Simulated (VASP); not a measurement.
# ZrB (Immm) in VASP: a series of runs

The runs below take ZrB through single point, with PBEsol.

Program: VASP 6.6.1. These are calculated values, not measurements. Logs are shortened: lines on timing, memory, paths and dates and some standing lists are left out, and cuts for length are marked.

### 1 The cell of the first run

The structure is orthorhombic, space group Immm (No. 71). The conventional cell has a = 3.124 Å, b = 3.452 Å, c = 4.650 Å, α = 90.00°, β = 90.00°, γ = 90.00°. Zr (site symmetry mmm) has 6 B at 2.33 Å and 10 Zr at 3.12 to 3.29 Å within 3.3 Å. Within 3.3 Å of B (site symmetry mmm) lie 6 Zr at 2.33 Å and 10 B at 3.12 to 3.29 Å.

### 2 Single point, PBEsol (strain -0.1000 x Voigt [0, 0, 0, 1, 0, 0])

Contents of INCAR:

```
SYSTEM = ZrB
ALGO = Normal ; EDIFF = 1E-6
ENCUT = 520 ; GGA = PS
ISIF = 2 ; ISMEAR = 0
LASPH = .True. ; LCHARG = .False.
LREAL = .False. ; LWAVE = .False.
NBANDS = 14 ; NELM = 80
PREC = Accurate ; SIGMA = 0.15
```

Contents of KPOINTS:

```
k-points
0
Gamma
  18 18 18
  0 0 0
```

Contents of POSCAR:

```
ZrB
1.0
    0.0000000000      2.2087500000      2.2087500000
    2.3250000000     -0.1162500000      2.3250000000
    2.3250000000      2.3250000000     -0.1162500000
Zr B
1 1
Direct
    0.0000000000      0.0000000000      0.0000000000
    0.5000000000      0.5000000000      0.5000000000
```

Potentials or basis: VASP PAW PBE potentials, release 64 (Zr_sv, B).

On the command line:

```sh
> cat potpaw_PBE.64/Zr_sv/POTCAR potpaw_PBE.64/B/POTCAR > POTCAR
> mpirun -np 1 vasp_std > vasp.out
```

OUTCAR:

```text
SYSTEM = ZrB
   EDIFF = 1E-6
   ENCUT = 520
   GGA = PS
   ISIF = 2
   ISMEAR = 0
   LASPH = .True.
   LREAL = .False.
   NELM = 80
   PREC = Accurate

 ion  position               nearest neighbor table
   1  0.000  0.000  0.000-   2 2.33   2 2.33   2 2.33   2 2.33   2 2.33   2 2.33
   2  0.500  0.500  0.500-   1 2.33   1 2.33   1 2.33   1 2.33   1 2.33   1 2.33

  LATTYP: Found a body centered orthorhombic cell.
 ALAT       =     3.1236442059
 B/A-ratio  =     1.1052631579
 C/A-ratio  =     1.4886458551

  Lattice vectors:

 A1 = (  -2.3250000000,   0.1162500000,  -2.3250000000)
 A2 = (  -2.3250000000,  -0.1162500000,   2.3250000000)
 A3 = (   2.3250000000,   2.3250000000,  -0.1162500000)

Analysis of symmetry for initial positions (statically):
=====================================================================
 Subroutine PRICEL returns:
 Original cell was already a primitive cell.

 Routine SETGRP: Setting up the symmetry group for a
 body centered orthorhombic supercell.

 Subroutine GETGRP returns: Found  8 space group operations
 (whereof  8 operations were pure point group operations)
 out of a pool of  8 trial point group operations.

The static configuration has the point symmetry D_2h.

Analysis of symmetry for dynamics (positions and initial velocities):
=====================================================================
 Subroutine PRICEL returns:
 Original cell was already a primitive cell.

 Routine SETGRP: Setting up the symmetry group for a
 body centered orthorhombic supercell.

 Subroutine GETGRP returns: Found  8 space group operations
 (whereof  8 operations were pure point group operations)
 out of a pool of  8 trial point group operations.

The dynamic configuration has the point symmetry D_2h.

 Subroutine INISYM returns: Found  8 space group operations
 (whereof  8 operations are pure point group operations),
 and found     1 'primitive' translations

----------------------------------------------------------------------------------------

                                     Primitive cell

  volume of cell :      25.0733

  direct lattice vectors                    reciprocal lattice vectors
     0.000000000  2.208750000  2.208750000    -0.215053763  0.226372383  0.226372383
     2.325000000 -0.116250000  2.325000000     0.215053763 -0.204813108  0.204813108
     2.325000000  2.325000000 -0.116250000     0.215053763  0.204813108 -0.204813108

  length of vectors
     3.123644206  3.290100920  3.290100920     0.385664404  0.360756067  0.360756067

  position of ions in fractional coordinates (direct lattice)
     0.000000000  0.000000000  0.000000000
     0.500000000  0.500000000  0.500000000

  ion indices of the primitive-cell ions
   primitive index   ion index
                 1           1
                 2           2

----------------------------------------------------------------------------------------

 KPOINTS: k-points

Automatic generation of k-mesh.
 Grid dimensions read from file:
 generate k-points for:   18   18   18

 Generating k-lattice:

  Cartesian coordinates                     Fractional coordinates (reciprocal lattice)
    -0.011947431  0.012576243  0.012576243     0.055555556  0.000000000  0.000000000
     0.011947431 -0.011378506  0.011378506     0.000000000  0.055555556  0.000000000
     0.011947431  0.011378506 -0.011378506     0.000000000  0.000000000  0.055555556

  Length of vectors
     0.021425800  0.020042004  0.020042004

  Shift w.r.t. Gamma in fractional coordinates (k-lattice)
     0.000000000  0.000000000  0.000000000

 Subroutine IBZKPT returns following result:
 ===========================================

 Found    865 irreducible k-points:

 Following reciprocal coordinates:
            Coordinates               Weight
  0.000000  0.000000  0.000000      1.000000
  0.055556 -0.000000 -0.000000      4.000000
  0.111111 -0.000000 -0.000000      4.000000
  0.166667 -0.000000 -0.000000      4.000000
  0.222222 -0.000000 -0.000000      4.000000
  0.277778  0.000000 -0.000000      4.000000
[... 16 lines left out ...]
 -0.333333  0.055556  0.000000      8.000000
 -0.277778  0.055556  0.000000      8.000000
 [... further k-points ...]
   k-points           NKPTS =    865   k-points in BZ     NKDIM =    865   number of bands    NBANDS=     14
   number of dos      NEDOS =    301   number of ions     NIONS =      2
   total plane-waves  NPLWV =  13824
   dimension x,y,z NGX =    24 NGY =   24 NGZ =   24
   dimension x,y,z NGXF=    48 NGYF=   48 NGZF=   48
   ions per type =               1   1
   NGX,Y,Z   is equivalent  to a cutoff of  12.77, 12.13, 12.13 a.u.
   NGXF,Y,Z  is equivalent  to a cutoff of  25.55, 24.25, 24.25 a.u.
 SYSTEM =  ZrB
   PREC   = accura    normal or accurate (medium, high low for compatibility)
   ISTART =      0    job   : 0-new  1-cont  2-samecut
   ICHARG =      2    charge: 1-file 2-atom 10-const
   ISPIN  =      1    spin polarized calculation?
   LNONCOLLINEAR =      F non collinear calculations
   LSORBIT =      F    spin-orbit coupling
   LASPH  =      T    aspherical Exc in radial PAW
   ENCUT  =  520.0 eV  38.22 Ry    6.18 a.u.   5.81  6.12  6.12*2*pi/ulx,y,z
   NELM   =     80;   NELMIN=  2; NELMDL= -5     # of ELM steps
   EDIFF  = 0.1E-05   stopping-criterion for ELM
   LREAL  =      F    real-space projection
   EDIFFG = 0.1E-04   stopping-criterion for IOM
   NSW    =      0    number of steps for IOM
   IBRION =     -1    ionic relax: 0-MD 1-quasi-New 2-CG
   NFREE  =      0    steps in history (QN), initial steepest desc. (CG)
   ISIF   =      2    stress and relaxation
   ISYM   =      2    0-nonsym 1-usesym 2-fastsym
   POTIM  = 0.5000    time-step for ionic-motion
   TEBEG  =    0.0;   TEEND  =   0.0 temperature during run
   PSTRESS=    0.0 pullay stress
   NELECT =      15.0000    total number of electrons
   NUPDOWN=      -1.0000    fix difference up-down
   EMIN   =  10.00;   EMAX   =-10.00  energy-range for DOS
   EFERMI =   0.00;   METHOD = LEGACY
   ISMEAR =     0;   SIGMA  =   0.15  broadening in eV -4-tet -1-fermi 0-gaus
   EFERMI_NEDOS =   21; number of points for ismear=-14 and -15
   IALGO  =     38    algorithm
   IMIX   =      4    mixing-type and parameters
     AMIX     =   0.40;   BMIX     =  1.00
     AMIX_MAG =   1.60;   BMIX_MAG =  1.00
  volume/ion in A,a.u.               =      12.54        84.60
  Fermi-wavevector in a.u.,A,eV,Ry     =   1.379435  2.606755 25.889733  1.902842
  Thomas-Fermi vector in A             =   2.504405
   LORBIT       =      0    0 simple, 1 ext, 2 COOP (PROOUT), +10 PAW based schemes
   GGA     = PS    functional components
   LHFCALC =     F    Hartree Fock is set to
   AEXX    =    0.0000 exact exchange contribution
   IVDW    =     0    specifies the selected vdW correction
   LEPSILON=     F    determine dielectric tensor
   LRPA    =     F    only Hartree local field effects (RPA)
 non-spin polarized calculation
 Gauss-broadening in eV      SIGMA  =   0.15
  energy-cutoff  :      520.00
  volume of cell :       25.07
 maximum number of plane-waves:       704
   NGX = 11   NGY = 13   NGZ = 13

 number of electron      15.0000000 magnetization

 Free energy of the ion-electron system (eV)
  ---------------------------------------------------
  ext. energy  EPLUGINS =         0.00000000
  ---------------------------------------------------
  free energy    TOTEN  =       -16.56653631 eV

  energy without entropy =      -16.55415769  energy(sigma->0) =      -16.56034700

 E-fermi :   9.0196     XC(G=0): -12.3454

 val. band max:        9.0194686349   @ k =  -0.1111   0.2222   0.0000
 cond. band min:       9.0199694291   @ k =   0.2778   0.0556  -0.0000
 fundamental gap:      0.0005007942
 Fermi energy:         9.0196395458

 k-point     1 :       0.0000    0.0000    0.0000
  band No.  band energies     occupation
      1     -37.7246      2.00000
      2     -15.5790      2.00000
      3     -15.4815      2.00000
      4     -15.3843      2.00000
      5       0.6147      2.00000
      6      10.1713      0.00000
      7      10.6566      0.00000
      8      11.5874      0.00000
      9      12.4703      0.00000
     10      12.7328      0.00000
     11      12.7472      0.00000
     12      12.7566      0.00000
     13      13.2666      0.00000
     14      20.1731      0.00000

 k-point     2 :       0.0556   -0.0000   -0.0000
  band No.  band energies     occupation
      1     -37.7201      2.00000
      2     -15.5814      2.00000
      3     -15.4949      2.00000
      4     -15.4117      2.00000
      5       0.7049      2.00000
      6      10.1701      0.00000
      7      10.6298      0.00000
      8      11.3427      0.00000
      9      11.6210      0.00000
     10      11.8546      0.00000
     11      13.1516      0.00000
     12      13.7813      0.00000
     13      14.0034      0.00000
     14      20.4346      0.00000

 k-point     3 :       0.1111   -0.0000   -0.0000
  band No.  band energies     occupation
      1     -37.7070      2.00000
      2     -15.5883      2.00000
      3     -15.5627      2.00000
      4     -15.4600      2.00000
      5       0.9675      2.00000
      6       9.9410      0.00000
      7      10.2745      0.00000
      8      10.7232      0.00000
      9      11.1112      0.00000
     10      11.5014      0.00000
     11      13.3420      0.00000
     12      15.0369      0.00000
     13      15.1746      0.00000
     14      21.1601      0.00000

 k-point     4 :       0.1667   -0.0000   -0.0000
  band No.  band energies     occupation
      1     -37.6869      2.00000
      2     -15.7056      2.00000
      3     -15.5988      2.00000
      4     -15.4917      2.00000
      5       1.3801      2.00000
      6       9.2969      0.00895
      7       9.5541      0.00000
      8       9.9511      0.00000
      9      11.2701      0.00000
     10      11.8046      0.00000
     11      13.4882      0.00000
     12      16.3634      0.00000
     13      16.4248      0.00000
     14      22.1968      0.00000

 k-point     5 :       0.2222   -0.0000   -0.0000
  band No.  band energies     occupation
      1     -37.6622      2.00000
      2     -15.8860      2.00000
      3     -15.6116      2.00000
      4     -15.5199      2.00000
      5       1.9094      2.00000
      6       8.6044      1.99991
      7       8.7552      1.98735
      8       9.2599      0.02350
      9      11.7316      0.00000
     10      12.3490      0.00000
     11      13.6490      0.00000
[... 276 lines left out ...]
 k-point    22 :      -0.3889    0.0556    0.0000
  band No.  band energies     occupation
      1     -37.5845      2.00000
      2     -16.4046      2.00000
      3     -15.6745      2.00000
      4     -15.5991      2.00000
      5       4.0189      2.00000
      6       6.2474      2.00000
      7       7.2789      2.00000
      8       7.8146      2.00000
      9      13.8954      0.00000
     10      14.5531      0.00000
     11      15.3482      0.00000
     12      18.9802      0.00000
     13      20.8191      0.00000
     14      22.1483      0.00000

 k-point    23 :      -0.3333    0.0556    0.0000
  band No.  band energies     occupation
      1     -37.6032      2.00000
      2     -16.2812      2.00000
      3     -15.6691      2.00000
      4     -15.5772      2.00000
      5       3.3994      2.00000
      6       6.8742      2.00000
      7       7.5971      2.00000
      8       8.0569      2.00000
      9      13.2704      0.00000
     10      13.9642      0.00000
     11      14.6903      0.00000
     12      19.9155      0.00000
     13      20.2083      0.00000
     14      21.2566      0.00000

 k-point    24 :      -0.2778    0.0556    0.0000
  band No.  band energies     occupation
      1     -37.6271      2.00000
      2     -16.1208      2.00000
      3     -15.6578      2.00000
      4     -15.5508      2.00000
      5       2.7645      2.00000
      6       7.5502      2.00000
      7       8.0444      2.00000
      8       8.4206      2.00000
      9      12.6096      0.00000
     10      13.2667      0.00000
     11      14.2473      0.00000
     12      18.7604      0.00000
     13      20.0917      0.00000
     14      21.4824      0.00000

 [... further k-points ...]
[... 5 lines left out ...]
  --------------------------------------------------------------------------------------
  -------------------------------------------------------------------------------------
  Total        4.6671545      4.7506777      4.7506777      0.0000000      0.7890715      0.0000000
  in kB      298.2297635    303.5668720    303.5668720      0.0000000     50.4214326      0.0000000
  external PRESSURE =     301.7878358 kB  Pullay stress =       0.0000000 kB

 VOLUME and BASIS-vectors are now :
 -----------------------------------------------------------------------------
  energy-cutoff  :      520.00
  volume of cell :       25.07
      direct lattice vectors                 reciprocal lattice vectors
     0.000000000  2.208750000  2.208750000    -0.215053763  0.226372383  0.226372383
     2.325000000 -0.116250000  2.325000000     0.215053763 -0.204813108  0.204813108
     2.325000000  2.325000000 -0.116250000     0.215053763  0.204813108 -0.204813108

 POSITION                                       TOTAL-FORCE (eV/Angst)
 -----------------------------------------------------------------------------------
      0.00000      0.00000      0.00000         0.000000     -0.000000      0.000000
      2.32500      2.20875      2.20875         0.000000      0.000000     -0.000000
 -----------------------------------------------------------------------------------
    total drift:                                0.000000     -0.000000     -0.000000

  FREE ENERGIE OF THE ION-ELECTRON SYSTEM (eV)
  ---------------------------------------------------
  free  energy   TOTEN  =       -16.5665363128 eV

  energy  without entropy=      -16.5541576937  energy(sigma->0) =      -16.56034700
```

Run time: 86 s. Hardware: 1 thread of Intel Xeon 6975P-C (Granite Rapids), shared host; peak memory 0.4 GiB.

What came out:

```
Free energy            : -16.5665 eV
Pressure               : 30.2 GPa
Band gap on the k mesh : zero (an odd number of electrons rules out a gap without spin polarisation)
```

Caveat: the cell differs from its parent crystal (strain -0.1000 x Voigt [0, 0, 0, 1, 0, 0]); the cell stands under pressure; the PAW data sets were made with another functional, which shifts forces and pressure a little.

### 3 Single point, PBEsol (strain +0.0875 x Voigt [0, 0, 0, 1, 0, 0])

Contents of INCAR:

```
SYSTEM = ZrB
PREC = Accurate
ENCUT = 520
EDIFF = 1E-6
ISMEAR = 0
SIGMA = 0.15
LREAL = .FALSE.
LASPH = .TRUE.
NELM = 60
ALGO = Normal
ISIF = 2
LWAVE = .FALSE.
LCHARG = .FALSE.
GGA = PS
NBANDS = 14
```

Contents of KPOINTS:

```
Automatic mesh
0
G
  18 18 18
  0 0 0
```

Contents of POSCAR:

```
ZrB
1.0
    0.0000000000      2.4267187500      2.4267187500
    2.3250000000      0.1017187500      2.3250000000
    2.3250000000      2.3250000000      0.1017187500
Zr B
1 1
Direct
    0.0000000000      0.0000000000      0.0000000000
    0.5000000000      0.5000000000      0.5000000000
```

Potentials or basis: VASP PAW PBE potentials, release 64 (Zr_sv, B).

On the command line:

```sh
> cat potpaw_PBE.64/Zr_sv/POTCAR potpaw_PBE.64/B/POTCAR > POTCAR
> mpirun -np 1 vasp_std > vasp.out
```

Wall time 98 s (1 thread of Intel Xeon 6975P-C (Granite Rapids), shared host); peak memory 0.41 GiB.

The run converged. Its results:

```yaml
Free_energy: -16.5788 eV
Pressure: 30.1 GPa
Band_gap_on_the_k_mesh: zero (an odd number of electrons rules out a gap without spin polarisation)
```

Stress tensor (GPa, compression positive):
```
29.80  0.00  0.00
 0.00 30.20 -4.64
 0.00 -4.64 30.20
```

Levels at points of the mesh, in eV from the Fermi level:
| k point | band 6 | band 7 | band 8 | band 9 | band 10 | band 11 |
| --- | --- | --- | --- | --- | --- | --- |
| (0.00, 0.00, 0.00) | 1.25 | 1.70 | 2.49 | 3.50 | 3.71 | 3.73 |
| (0.50, 0.00, 0.00) | -3.83 | -1.53 | -0.78 | 4.85 | 5.98 | 7.28 |
| (0.00, 0.50, 0.00) | -3.35 | -2.04 | -1.38 | 5.51 | 5.95 | 7.92 |
| (0.50, 0.50, 0.00) | -1.22 | -0.38 | 2.52 | 2.55 | 5.28 | 6.83 |
| (0.00, 0.50, 0.50) | -1.23 | -0.34 | 2.06 | 3.06 | 5.50 | 6.91 |

Caveat: the cell differs from its parent crystal (strain +0.0875 x Voigt [0, 0, 0, 1, 0, 0]); the cell stands under pressure; the PAW data sets were made with another functional, which shifts forces and pressure a little.
